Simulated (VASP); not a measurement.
# MgO (P1) in VASP: single point with PBEsol

Aim: the single point of MgO with PBEsol.

Program: VASP 6.6.1. These are calculated values, not measurements. Logs are shortened: lines on timing, memory, paths and dates and some standing lists are left out, and cuts for length are marked.

### 1 The cell of the first run

The typed cell holds 2 atoms: a = 3.166 Å, b = 3.158 Å, c = 3.169 Å, α = 59.67°, β = 59.69°, γ = 60.08°.

### 2 Single point, PBEsol (atoms moved at random and the cell strained at random)

The input, INCAR:

```
SYSTEM = MgO
ALGO = Normal
EDIFF = 1E-7
ENCUT = 520
GGA = PS
ISIF = 2
ISMEAR = 0
LASPH = .True.
LCHARG = .False.
LREAL = .False.
LWAVE = .False.
NBANDS = 11
NELM = 80
PREC = Accurate
SIGMA = 0.02
```

The input, KPOINTS:

```
k-points
0
Gamma
  10 10 10
  0 0 0
```

The input, POSCAR:

```
MgO
1.0
    0.0030532645      2.2474802415      2.2302709325
    2.2404128950      0.0077078915      2.2256163055
    2.2398364045      2.2422491240      0.0082843820
Mg O
1 1
Direct
   -0.0256867199      0.0319204740      0.0126244058
    0.5256867199      0.4680795260      0.4873755942
```

Potentials or basis: VASP PAW PBE potentials, release 64 (Mg, O).

Launch:

```sh
cat potpaw_PBE.64/Mg/POTCAR potpaw_PBE.64/O/POTCAR > POTCAR
mpirun -np 1 vasp_std > vasp.out
```

OUTCAR:

```text
SYSTEM = MgO
   EDIFF = 1E-7
   ENCUT = 520
   GGA = PS
   ISIF = 2
   ISMEAR = 0
   LASPH = .True.
   LREAL = .False.
   NELM = 80
   PREC = Accurate

 ion  position               nearest neighbor table
   1  0.974  0.032  0.013-   2 2.04   2 2.19   2 2.21   2 2.26   2 2.31   2 2.44
   2  0.526  0.468  0.487-   1 2.04   1 2.19   1 2.21   1 2.26   1 2.31   1 2.44

  LATTYP: Found a triclinic cell.
 ALAT       =     3.1479732704
 B/A-ratio  =     1.0056674543
 C/A-ratio  =     1.0067824868
 COS(alpha) =     0.0010810394
 COS(beta)  =     0.5002268700
 COS(gamma) =     0.5012927372

  Lattice vectors:

 A1 = (  -0.0005764905,   2.2345412325,  -2.2173319235)
 A2 = (  -2.2373596305,   2.2397723500,   0.0046546270)
 A3 = (   2.2398364045,   2.2422491240,   0.0082843820)

Analysis of symmetry for initial positions (statically):
=====================================================================
 Subroutine PRICEL returns:
 Original cell was already a primitive cell.

 Routine SETGRP: Setting up the symmetry group for a
 triclinic supercell.

 Subroutine GETGRP returns: Found  1 space group operations
 (whereof  1 operations were pure point group operations)
 out of a pool of  2 trial point group operations.

The static configuration has the point symmetry C_1 .

Analysis of symmetry for dynamics (positions and initial velocities):
=====================================================================
 Subroutine PRICEL returns:
 Original cell was already a primitive cell.

 Routine SETGRP: Setting up the symmetry group for a
 triclinic supercell.

 Subroutine GETGRP returns: Found  1 space group operations
 (whereof  1 operations were pure point group operations)
 out of a pool of  2 trial point group operations.

The dynamic configuration has the point symmetry C_1 .

 Subroutine INISYM returns: Found  1 space group operations
 (whereof  1 operations are pure point group operations),
 and found     1 'primitive' translations

----------------------------------------------------------------------------------------

                                     Primitive cell

  volume of cell :      22.3122

  direct lattice vectors                    reciprocal lattice vectors
     0.003053265  2.247480241  2.230270932    -0.223659121  0.222589465  0.224375191
     2.240412895  0.007707892  2.225616306     0.223295271 -0.223887444  0.225309320
     2.239836405  2.242249124  0.008284382     0.223413320  0.223641642 -0.225673170

  length of vectors
     3.166273076  3.157986271  3.169324358     0.387186904  0.388266217  0.388403753

[... 85 lines left out ...]
   NFREE  =      0    steps in history (QN), initial steepest desc. (CG)
   ISIF   =      2    stress and relaxation
   ISYM   =      2    0-nonsym 1-usesym 2-fastsym
   POTIM  = 0.5000    time-step for ionic-motion
   TEBEG  =    0.0;   TEEND  =   0.0 temperature during run
   PSTRESS=    0.0 pullay stress
   NELECT =       8.0000    total number of electrons
   NUPDOWN=      -1.0000    fix difference up-down
   EMIN   =  10.00;   EMAX   =-10.00  energy-range for DOS
   EFERMI =   0.00;   METHOD = LEGACY
   ISMEAR =     0;   SIGMA  =   0.02  broadening in eV -4-tet -1-fermi 0-gaus
   EFERMI_NEDOS =   21; number of points for ismear=-14 and -15
   IALGO  =     38    algorithm
   IMIX   =      4    mixing-type and parameters
     AMIX     =   0.40;   BMIX     =  1.00
     AMIX_MAG =   1.60;   BMIX_MAG =  1.00
  volume/ion in A,a.u.               =      11.16        75.29
  Fermi-wavevector in a.u.,A,eV,Ry     =   1.163030  2.197808 18.403761  1.352638
  Thomas-Fermi vector in A             =   2.299584
   LORBIT       =      0    0 simple, 1 ext, 2 COOP (PROOUT), +10 PAW based schemes
   GGA     = PS    functional components
   LHFCALC =     F    Hartree Fock is set to
   AEXX    =    0.0000 exact exchange contribution
   IVDW    =     0    specifies the selected vdW correction
   LEPSILON=     F    determine dielectric tensor
   LRPA    =     F    only Hartree local field effects (RPA)
 non-spin polarized calculation
 Gauss-broadening in eV      SIGMA  =   0.02
  energy-cutoff  :      520.00
  volume of cell :       22.31
 maximum number of plane-waves:       611
   NGX = 11   NGY = 11   NGZ = 11

 number of electron       8.0000000 magnetization

 Free energy of the ion-electron system (eV)
  ---------------------------------------------------
  ext. energy  EPLUGINS =         0.00000000
  ---------------------------------------------------
  free energy    TOTEN  =       -12.20646205 eV

  energy without entropy =      -12.20646205  energy(sigma->0) =      -12.20646205

 E-fermi :   1.9368     XC(G=0): -10.4670

 val. band max:        1.8553351758   @ k =   0.0000   0.0000   0.0000
 cond. band min:       4.9443811972   @ k =   0.0000   0.0000   0.0000
 fundamental gap:      3.0890460214
 Fermi energy:         1.9368177516

 k-point     1 :       0.0000    0.0000    0.0000
  band No.  band energies     occupation
      1     -14.5504      2.00000
      2       1.7742      2.00000
      3       1.8068      2.00000
      4       1.8553      2.00000
      5       4.9444      0.00000
      6      16.4795      0.00000
      7      16.5809      0.00000
      8      16.7157      0.00000
      9      19.8267      0.00000
     10      21.4969      0.00000
     11      21.7134      0.00000
[... 309 lines left out ...]
 k-point    24 :      -0.3000    0.2000    0.0000
  band No.  band energies     occupation
      1     -13.6857      2.00000
      2      -1.3108      2.00000
      3       0.3625      2.00000
      4       1.3042      2.00000
      5       9.5382      0.00000
      6      12.3801      0.00000
      7      14.0348      0.00000
      8      17.1333      0.00000
      9      20.3865      0.00000
     10      20.8131      0.00000
     11      23.9075      0.00000

 [... further k-points ...]
[... 5 lines left out ...]
  --------------------------------------------------------------------------------------
  -------------------------------------------------------------------------------------
  Total       -1.8695471     -2.7267194     -2.7370734     -0.0186941     -0.0964739     -0.0273298
  in kB     -134.2471256   -195.7983586   -196.5418499     -1.3423708     -6.9275305     -1.9624825
  external PRESSURE =    -175.5291113 kB  Pullay stress =       0.0000000 kB

 VOLUME and BASIS-vectors are now :
 -----------------------------------------------------------------------------
  energy-cutoff  :      520.00
  volume of cell :       22.31
      direct lattice vectors                 reciprocal lattice vectors
     0.003053265  2.247480241  2.230270932    -0.223659121  0.222589465  0.224375191
     2.240412895  0.007707892  2.225616306     0.223295271 -0.223887444  0.225309320
     2.239836405  2.242249124  0.008284382     0.223413320  0.223641642 -0.225673170

 POSITION                                       TOTAL-FORCE (eV/Angst)
 -----------------------------------------------------------------------------------
      0.10277      2.21830      2.24413        -0.502406      0.075892     -0.043499
      2.14194      2.27790      2.21823         0.502406     -0.075892      0.043499
 -----------------------------------------------------------------------------------
    total drift:                                0.000238     -0.000227     -0.000093

  FREE ENERGIE OF THE ION-ELECTRON SYSTEM (eV)
  ---------------------------------------------------
  free  energy   TOTEN  =       -12.2064620493 eV

  energy  without entropy=      -12.2064620493  energy(sigma->0) =      -12.20646205
```

Wall time 46 s (1 thread of Intel Xeon Platinum 8488C (Sapphire Rapids), shared host); peak memory 0.25 GiB.

Results:

```yaml
Free_energy: -12.2065 eV
Pressure: -17.6 GPa
Largest_force: 0.510 eV/Å
Band_gap_on_the_k_mesh: 3.09 eV, direct
```

Forces on the atoms (eV/Å):
```
Mg  -0.502  0.076 -0.043
O    0.502 -0.076  0.043
```

Stress tensor (GPa, compression positive):
```
-13.42  -0.13  -0.20
 -0.13 -19.58  -0.69
 -0.20  -0.69 -19.65
```

Caveat: the cell differs from its parent crystal (atoms moved at random and the cell strained at random); the PAW data sets were made with another functional, which shifts forces and pressure a little.
